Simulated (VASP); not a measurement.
**AlIn2N3: single point with PBE**

AlIn2N3:

```xyz
6
Lattice="3.0603 0.0000 0.0000 0.0000 3.0603 0.0000 0.0000 0.0000 9.2254" Properties=species:S:1:pos:R:3 pbc="T T T"
Al    1.5301    1.5301    4.6127
In    1.5301    1.5301    7.6771
In    1.5301    1.5301    1.5483
N     0.0000    0.0000    0.0000
N     0.0000    0.0000    6.9160
N     0.0000    0.0000    2.3093
```

* Program: VASP 6.6.1
* Task: single point
* Functional: PBE
* Potentials or basis: VASP PAW PBE potentials, release 64 (Al, In_d, N)
* Cutoff: 520 eV
* k mesh: 6 × 6 × 2
* Occupations: gaussian, width 0.1 eV
* Spin: collinear spin, ferromagnetic start
* Starting moments: [0.0, 0.0, 0.0, 1.0, 1.0, 1.0] μB
* Dipole correction: no
* Further INCAR settings: ALGO = Normal; EDIFF = 1e-06; NBANDS = 35

The pressure is 0.2 GPa, the largest force is 0.012 eV/Å and the net moment is 0.30 μB per cell. The site moments are Al +0.00; In -0.01; N +0.17, +0.03 μB and the valence electrons inside the program's atomic spheres are Al 0.72; In 11.34; N 3.46, 3.55.

Forces on the atoms (eV/Å):
```
Al   0.000  0.000  0.000
In   0.000  0.000  0.002
In   0.000  0.000 -0.002
N    0.000  0.000  0.000
N    0.000  0.000 -0.012
N    0.000  0.000  0.012
```

Stress tensor (GPa, compression positive):
```
 0.26  0.00  0.00
 0.00  0.26  0.00
 0.00  0.00 -0.04
```

Levels at points of the mesh, in eV from the Fermi level:
Spin up:
```csv
k point,band 20,band 21,band 22,band 23,band 24,band 25
"(0.00, 0.00, 0.00)",-1.38,-1.00,-0.10,-0.10,0.69,1.45
"(0.50, 0.00, 0.00)",-0.64,-0.18,0.01,0.57,1.03,1.91
"(0.50, 0.50, 0.00)",-1.96,-1.80,-0.88,-0.16,-0.08,0.98
"(0.00, 0.00, 0.50)",-1.40,-1.10,-0.09,-0.09,1.38,1.58
"(0.50, 0.00, 0.50)",-1.28,-0.64,-0.19,0.02,2.12,2.92
"(0.50, 0.50, 0.50)",-1.82,-1.45,-1.34,-0.56,0.80,0.80
```
Spin down:
| k point | band 19 | band 20 | band 21 | band 22 | band 23 | band 24 | band 25 | band 26 |
| --- | --- | --- | --- | --- | --- | --- | --- | --- |
| (0.00, 0.00, 0.00) | -1.30 | -1.30 | -0.97 | 0.18 | 0.18 | 0.69 | 1.56 | 3.61 |
| (0.50, 0.00, 0.00) | -1.94 | -0.38 | -0.10 | 0.22 | 0.59 | 1.16 | 1.91 | 4.28 |
| (0.50, 0.50, 0.00) | -1.81 | -1.75 | -1.75 | -0.86 | -0.16 | -0.10 | 1.01 | 1.01 |
| (0.00, 0.00, 0.50) | -1.32 | -1.32 | -1.08 | 0.19 | 0.19 | 1.45 | 1.63 | 2.35 |
| (0.50, 0.00, 0.50) | -1.63 | -1.20 | -0.38 | -0.11 | 0.23 | 2.22 | 2.98 | 3.51 |
| (0.50, 0.50, 0.50) | -1.60 | -1.60 | -1.47 | -1.34 | -0.54 | 0.82 | 0.82 | 1.24 |

Wall time 5.9 min on 1 thread of AMD EPYC 7R13 (shared host), peak memory 0.24 GiB.

Caveat: spin-orbit coupling is left out, which moves the levels of the heavy elements.
